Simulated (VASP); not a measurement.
ScAl3, 4 atoms in the cell. The structure is cubic, space group Pm-3m (No. 221). Conventional cell: a = 4.088 Å, b = 4.088 Å, c = 4.088 Å, α = 90.00°, β = 90.00°, γ = 90.00°. Within 3.8 Å of Sc (site symmetry m-3m) lie 12 Al at 2.89 Å. Al (site symmetry 4/mmm) has 4 Sc at 2.89 Å and 8 Al at 2.89 Å within 3.8 Å. 

| Quantity | Value |
| --- | --- |
| Program | VASP 6.6.1 |
| Task | single point |
| Functional | PBEsol |
| Potentials or basis | VASP PAW PBE potentials, release 64 (Sc_sv, Al) |
| Cutoff | 520 eV |
| k mesh | 7 × 7 × 7 |
| Occupations | fermi-dirac, width 0.1 eV |
| Spin | no spin polarisation |
| Dipole correction | no |
| Further INCAR settings | ALGO = Normal; EDIFF = 1e-06; NBANDS = 18 |

Potentials or basis: VASP PAW PBE potentials, release 64 (Sc_sv, Al).

Run with:

```sh
$ cat potpaw_PBE.64/Sc_sv/POTCAR potpaw_PBE.64/Al/POTCAR > POTCAR
$ mpirun -np 1 vasp_std > vasp.out
```

Hardware: 1 thread of AMD EPYC 9R45 (Zen 5), on a shared host.

Task: How long does it take, and how much memory?

Result: Run time: 12 s on 1 thread of AMD EPYC 9R45 (Zen 5) (shared host), peak memory 0.14 GiB. Counts: scf iterations 13, k points 20.
